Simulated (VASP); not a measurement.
# Yb (P6_3/mmc) in VASP: relaxation of cell and atoms with PBE

Aim: the relaxation of cell and atoms of Yb with PBE.

All numbers are computed with VASP 6.6.1; they aren't measurements. Logs are shortened: lines on timing, memory, paths and dates and some standing lists are left out, and cuts for length are marked.

### 1 The cell of the first run

It takes space group P6_3/mmc (No. 194, hexagonal). Conventional cell: a = 3.415 Å, b = 3.415 Å, c = 5.533 Å, α = 90.00°, β = 90.00°, γ = 120.00°. Within 4.5 Å of Yb (site symmetry -6m2) lie 12 Yb at 3.40 to 3.42 Å.

This isn't the form of Yb at room conditions, which is fcc.

### 2 Relaxation of cell and atoms, PBE, target pressure 6.9 GPa, at which the enthalpy is minimised

File INCAR:

```
SYSTEM = Yb
PREC = Accurate
ENCUT = 600
EDIFF = 1E-7
ISMEAR = -1
SIGMA = 0.1
LREAL = .FALSE.
LASPH = .TRUE.
NELM = 60
ALGO = Normal
ISIF = 3
LWAVE = .FALSE.
LCHARG = .FALSE.
GGA = PE
IBRION = 2
NSW = 60
EDIFFG = -0.005
PSTRESS = 69.0
```

File KPOINTS:

```
Automatic mesh
0
G
  13 13 7
  0 0 0
```

File POSCAR:

```
Yb
1.0
    3.4153243881      0.0000000000      0.0000000000
   -1.7076621940      2.9577576823      0.0000000000
    0.0000000000      0.0000000000      5.5328255087
Yb
2
Direct
    0.3333333333      0.6666666667      0.2500000000
    0.6666666667      0.3333333333      0.7500000000
```

Potentials or basis: VASP PAW PBE potentials, release 64 (Yb).

The run is started by

```console
> cat potpaw_PBE.64/Yb/POTCAR > POTCAR
> mpirun -np 1 vasp_std > vasp.out
```

OUTCAR:

```text
SYSTEM = Yb
   PREC = Accurate
   ENCUT = 600
   EDIFF = 1E-7
   ISMEAR = -1
   LREAL = .FALSE.
   LASPH = .TRUE.
   NELM = 60
   ISIF = 3
   GGA = PE
   IBRION = 2
   NSW = 60
   EDIFFG = -0.005
   PSTRESS = 69.0

 ion  position               nearest neighbor table
   1  0.333  0.667  0.250-   2 3.40   2 3.40   2 3.40   2 3.40   2 3.40   2 3.40
   2  0.667  0.333  0.750-   1 3.40   1 3.40   1 3.40   1 3.40   1 3.40   1 3.40

  LATTYP: Found a hexagonal cell.
 ALAT       =     3.4153243881
 C/A-ratio  =     1.6200000000

  Lattice vectors:

 A1 = (   3.4153243881,   0.0000000000,   0.0000000000)
 A2 = (  -1.7076621940,   2.9577576823,   0.0000000000)
 A3 = (   0.0000000000,   0.0000000000,   5.5328255087)

Analysis of symmetry for initial positions (statically):
=====================================================================
 Subroutine PRICEL returns:
 Original cell was already a primitive cell.

 Routine SETGRP: Setting up the symmetry group for a
 hexagonal supercell.

 Subroutine GETGRP returns: Found 24 space group operations
 (whereof 12 operations were pure point group operations)
 out of a pool of 24 trial point group operations.

The static configuration has the point symmetry D_3d.
 The point group associated with its full space group is D_6h.

Analysis of symmetry for dynamics (positions and initial velocities):
=====================================================================
 Subroutine PRICEL returns:
 Original cell was already a primitive cell.

 Routine SETGRP: Setting up the symmetry group for a
 hexagonal supercell.

 Subroutine GETGRP returns: Found 24 space group operations
 (whereof 12 operations were pure point group operations)
 out of a pool of 24 trial point group operations.

The dynamic configuration has the point symmetry D_3d.
 The point group associated with its full space group is D_6h.

 Subroutine INISYM returns: Found 24 space group operations
 (whereof 12 operations are pure point group operations),
 and found     1 'primitive' translations

----------------------------------------------------------------------------------------

                                     Primitive cell

  volume of cell :      55.8910

  direct lattice vectors                    reciprocal lattice vectors
     3.415324388  0.000000000  0.000000000     0.292797956  0.169046979  0.000000000
    -1.707662194  2.957757682  0.000000000     0.000000000  0.338093957  0.000000000
     0.000000000  0.000000000  5.532825509     0.000000000  0.000000000  0.180739479

  length of vectors
     3.415324388  3.415324388  5.532825509     0.338093957  0.338093957  0.180739479

  position of ions in fractional coordinates (direct lattice)
     0.333333333  0.666666667  0.250000000
     0.666666667  0.333333333  0.750000000

  ion indices of the primitive-cell ions
   primitive index   ion index
                 1           1
                 2           2

----------------------------------------------------------------------------------------

 KPOINTS: Automatic mesh

Automatic generation of k-mesh.
 Grid dimensions read from file:
 generate k-points for:   13   13    7

 Generating k-lattice:

  Cartesian coordinates                     Fractional coordinates (reciprocal lattice)
     0.022522920  0.013003614  0.000000000     0.076923077 -0.000000000  0.000000000
     0.000000000  0.026007227  0.000000000     0.000000000  0.076923077  0.000000000
     0.000000000  0.000000000  0.025819926     0.000000000  0.000000000  0.142857143

  Length of vectors
     0.026007227  0.026007227  0.025819926

  Shift w.r.t. Gamma in fractional coordinates (k-lattice)
     0.000000000  0.000000000  0.000000000

 Subroutine IBZKPT returns following result:
 ===========================================

 Found     84 irreducible k-points:

 Following reciprocal coordinates:
            Coordinates               Weight
  0.000000  0.000000  0.000000      1.000000
  0.076923  0.000000  0.000000      6.000000
  0.153846  0.000000  0.000000      6.000000
  0.230769 -0.000000  0.000000      6.000000
  0.307692  0.000000  0.000000      6.000000
  0.384615 -0.000000  0.000000      6.000000
[... 16 lines left out ...]
  0.076923  0.000000  0.142857     12.000000
  0.153846  0.000000  0.142857     12.000000
 [... further k-points ...]
   k-points           NKPTS =     84   k-points in BZ     NKDIM =     84   number of bands    NBANDS=     28
   number of dos      NEDOS =    301   number of ions     NIONS =      2
   total plane-waves  NPLWV =  37632
   dimension x,y,z NGX =    28 NGY =   28 NGZ =   48
   dimension x,y,z NGXF=    56 NGYF=   56 NGZF=   96
   ions per type =               2
   NGX,Y,Z   is equivalent  to a cutoff of  13.63, 13.63, 14.42 a.u.
   NGXF,Y,Z  is equivalent  to a cutoff of  27.26, 27.26, 28.85 a.u.
 SYSTEM =  Yb
   PREC   = accura    normal or accurate (medium, high low for compatibility)
   ISTART =      0    job   : 0-new  1-cont  2-samecut
   ICHARG =      2    charge: 1-file 2-atom 10-const
   ISPIN  =      1    spin polarized calculation?
   LNONCOLLINEAR =      F non collinear calculations
   LSORBIT =      F    spin-orbit coupling
   LASPH  =      T    aspherical Exc in radial PAW
   ENCUT  =  600.0 eV  44.10 Ry    6.64 a.u.   6.82  6.82 11.05*2*pi/ulx,y,z
   NELM   =     60;   NELMIN=  2; NELMDL= -5     # of ELM steps
   EDIFF  = 0.1E-06   stopping-criterion for ELM
   LREAL  =      F    real-space projection
   EDIFFG = -.5E-02   stopping-criterion for IOM
   NSW    =     60    number of steps for IOM
   IBRION =      2    ionic relax: 0-MD 1-quasi-New 2-CG
   NFREE  =      1    steps in history (QN), initial steepest desc. (CG)
   ISIF   =      3    stress and relaxation
   ISYM   =      2    0-nonsym 1-usesym 2-fastsym
   POTIM  = 0.5000    time-step for ionic-motion
   TEBEG  =    0.0;   TEEND  =   0.0 temperature during run
   PSTRESS=   69.0 pullay stress
   NELECT =      48.0000    total number of electrons
   NUPDOWN=      -1.0000    fix difference up-down
   EMIN   =  10.00;   EMAX   =-10.00  energy-range for DOS
   EFERMI =   0.00;   METHOD = LEGACY
   ISMEAR =    -1;   SIGMA  =   0.10  broadening in eV -4-tet -1-fermi 0-gaus
   EFERMI_NEDOS =   21; number of points for ismear=-14 and -15
   IALGO  =     38    algorithm
   IMIX   =      4    mixing-type and parameters
     AMIX     =   0.40;   BMIX     =  1.00
     AMIX_MAG =   1.60;   BMIX_MAG =  1.00
  volume/ion in A,a.u.               =      27.95       188.59
  Fermi-wavevector in a.u.,A,eV,Ry     =   1.556114  2.940629 32.946381  2.421491
  Thomas-Fermi vector in A             =   2.659957
   LORBIT       =      0    0 simple, 1 ext, 2 COOP (PROOUT), +10 PAW based schemes
   GGA     = PE    functional components
   LHFCALC =     F    Hartree Fock is set to
   AEXX    =    0.0000 exact exchange contribution
   IVDW    =     0    specifies the selected vdW correction
   LEPSILON=     F    determine dielectric tensor
   LRPA    =     F    only Hartree local field effects (RPA)
 conjugate gradient relaxation of ions
 non-spin polarized calculation
  energy-cutoff  :      600.00
  volume of cell :       55.89
 maximum number of plane-waves:      1884
 NGX is ok and might be reduce to    28
   NGX = 13   NGY = 13   NGZ = 23

--------------------------------------- Ionic step        1  -------------------------------------------

 number of electron      48.0000000 magnetization

 Free energy of the ion-electron system (eV)
  ---------------------------------------------------
  ext. energy  EPLUGINS =         0.00000000
  ---------------------------------------------------
  free energy    TOTEN  =        -6.95269441 eV

  energy without entropy =       -6.78344518  energy(sigma->0) =       -6.86806979

------------------------ aborting loop because EDIFF is reached ----------------------------------------

  FORCE on cell =-STRESS in cart. coord.  units (eV):
  Direction    XX          YY          ZZ          XY          YZ          ZX
  --------------------------------------------------------------------------------------
  -------------------------------------------------------------------------------------
  Total        2.1784550      2.1784550      2.5265066      0.0000000     -0.0000000      0.0000000
  in kB       62.4478718     62.4478718     72.4251642      0.0000000     -0.0000000      0.0000000
  external PRESSURE =      -3.2263641 kB  Pullay stress =      69.0000000 kB
[... 93 lines left out ...]
  FREE ENERGIE OF THE ION-ELECTRON SYSTEM (eV)
  ---------------------------------------------------
  free  energy   TOTEN  =        -6.9272966650 eV

  energy  without entropy=       -6.7610693429  energy(sigma->0) =       -6.84418300

  enthalpy is  TOTEN    =        -4.5474130563 eV   P V=        2.3798836087

[... ionic steps 4 to 25 ...]

--------------------------------------- Ionic step       26  -------------------------------------------

 number of electron      48.0000002 magnetization

------------------------ aborting loop because EDIFF is reached ----------------------------------------

  FORCE on cell =-STRESS in cart. coord.  units (eV):
  Direction    XX          YY          ZZ          XY          YZ          ZX
  --------------------------------------------------------------------------------------
  -------------------------------------------------------------------------------------
  Total        2.3712678      2.3712678      2.3736465      0.0000000      0.0000000      0.0000000
  in kB       68.3774822     68.3774822     68.4460757      0.0000000      0.0000000      0.0000000
  external PRESSURE =      -0.5996533 kB  Pullay stress =      69.0000000 kB
[... 61 lines left out ...]
  enthalpy is  TOTEN    =        -4.5476000600 eV   P V=        2.3928512871

--------------------------------------- Ionic step       28  -------------------------------------------

 number of electron      48.0000002 magnetization

 Free energy of the ion-electron system (eV)
  ---------------------------------------------------
  ext. energy  EPLUGINS =         0.00000000
  ---------------------------------------------------
  free energy    TOTEN  =        -6.94200995 eV

  energy without entropy =       -6.77527785  energy(sigma->0) =       -6.85864390

 E-fermi :   2.4032     XC(G=0): -10.6475

 val. band max:        2.3880518372   @ k =   0.3077   0.3077   0.4286
 cond. band min:       2.4091798089   @ k =   0.3846   0.1538   0.1429
 fundamental gap:      0.0211279717
 Fermi energy:         2.4032308506

 k-point     1 :       0.0000    0.0000    0.0000
  band No.  band energies     occupation
      1     -49.1917      2.00000
      2     -49.1398      2.00000
      3     -21.8956      2.00000
      4     -21.2338      2.00000
      5     -21.2338      2.00000
      6     -21.1369      2.00000
[... 733 lines left out ...]
     27       5.4362      0.00000
     28       5.6527      0.00000

 [... further k-points ...]

------------------------ aborting loop because EDIFF is reached ----------------------------------------

  FORCE on cell =-STRESS in cart. coord.  units (eV):
  Direction    XX          YY          ZZ          XY          YZ          ZX
  --------------------------------------------------------------------------------------
  -------------------------------------------------------------------------------------
  Total        2.3955502      2.3955502      2.3966282      0.0000000     -0.0000000     -0.0000000
  in kB       69.0325618     69.0325618     69.0636287      0.0000000     -0.0000000     -0.0000000
  external PRESSURE =       0.0429174 kB  Pullay stress =      69.0000000 kB
[... 17 lines left out ...]
  FREE ENERGIE OF THE ION-ELECTRON SYSTEM (eV)
  ---------------------------------------------------
  free  energy   TOTEN  =        -6.9420099455 eV

  energy  without entropy=       -6.7752778495  energy(sigma->0) =       -6.85864390

  enthalpy is  TOTEN    =        -4.5475897426 eV   P V=        2.3944202029

 reached required accuracy - stopping structural energy minimisation
```

It took 53 min on 1 thread of Intel Xeon Platinum 8488C (Sapphire Rapids), shared host; peak memory 0.35 GiB.

Results:

```
Free energy                                                : -6.9420 eV
Relaxed volume                                             : 27.80 Å³/atom
Relaxed cell                                               : a = 3.394 Å, b = 3.394 Å, c = 5.574 Å, α = 90.00°, β = 90.00°, γ = 120.00°
Space group after relaxing (to 0.1 Å)                      : P6_3/mmc (No. 194)
Energy change on relaxing (the run minimises the enthalpy) : +5.3 meV/atom
Ionic steps                                                : 28
Pressure after relaxing                                    : 6.9 GPa
Band gap on the k mesh                                     : zero (bands 24 and 25 overlap by 0.29 eV)
```

The path:
```tsv
step	energy change (eV)	largest force (eV/Å)	pressure (GPa)	volume (Å³)
1	0.0000	0.0000	6.58	55.89
2	0.0179	0.0000	6.88	55.44
3	0.0254	0.0000	7.04	55.26
4	0.0245	0.0000	7.17	55.28
5	0.0212	0.0000	7.70	55.36
6	0.0190	0.0000	7.26	55.41
7	0.0186	0.0000	6.92	55.42
8	0.0145	0.0000	7.67	55.51
9	0.0030	0.0000	6.79	55.78
10	0.0055	0.0000	7.64	55.72
11	0.0037	0.0000	6.70	55.76
12	0.0046	0.0000	6.63	55.74
13	0.0051	0.0000	6.84	55.73
14	0.0105	0.0000	6.80	55.60
15	0.0274	0.0000	7.23	55.22
16	0.0138	0.0000	7.31	55.53
17	0.0112	0.0000	6.83	55.59
18	0.0125	0.0000	6.97	55.56
19	0.0118	0.0000	6.61	55.57
20	0.0123	0.0000	6.98	55.56
21	0.0121	0.0000	6.78	55.57
22	0.0174	0.0000	7.40	55.44
23	0.0131	0.0000	7.51	55.54
24	0.0122	0.0000	6.93	55.56
25	0.0122	0.0000	6.81	55.56
26	0.0122	0.0000	6.84	55.56
27	0.0122	0.0000	6.94	55.56
28	0.0107	0.0000	6.90	55.60
```

Final structure:
```
Yb
1.0
     3.39386    0.00000    0.00000
    -1.69693    2.93917    0.00000
     0.00000    0.00000    5.57370
Yb
2
Cartesian
  0.0000 1.9594 1.3934
  1.6969 0.9797 4.1803
```

Caveat: the cell is relaxed towards a set pressure, so the run minimises the enthalpy, not the energy; spin-orbit coupling is left out, which moves the levels of the heavy elements.
